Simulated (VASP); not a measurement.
Here is a VASP 6.6.1 calculation.

File INCAR:

```
PREC = Accurate
ENCUT = 520
EDIFF = 1E-7
ISMEAR = 0
SIGMA = 0.05
LREAL = F
LASPH = T
NELM = 80
ALGO = Normal
ISIF = 2
LWAVE = F
LCHARG = F
GGA = PS
NBANDS = 35
```

The input KPOINTS:

```
Automatic mesh
0
Gamma
  9 9 2
```

File POSCAR:

```
WSe2
1.0
   -3.2711504052      0.0000000000      0.0000000000
   -1.6355752026     -2.8328993505      0.0000000000
   -0.4087302431     -0.2359805159     13.2206689562
W Se
2 4
Direct
    0.2708583333      0.2708583333      0.7500000000
    0.6458416667      0.6458416667      0.2500000000
    0.3230552644      0.3230552644      0.1233861811
    0.6147385978      0.6147385978      0.6233861811
    0.3019614022      0.3019614022      0.3766138189
    0.5936447356      0.5936447356      0.8766138189
```

Potentials or basis: VASP PAW PBE potentials, release 64 (W_sv, Se).

Launch:

```console
$ cat potpaw_PBE.64/W_sv/POTCAR potpaw_PBE.64/Se/POTCAR > POTCAR
$ mpirun -np 1 vasp_std > vasp.out
```

(1) Predict the largest force.

(2) Estimate the pressure.

Answers

(1) 0.067 eV/Å.

(2) 0.5 GPa.

Caveat: the PAW data sets were made with another functional, which shifts forces and pressure a little; this functional lacks dispersion, which binds the layers, so the pressure and a relaxed spacing across them are unreliable.
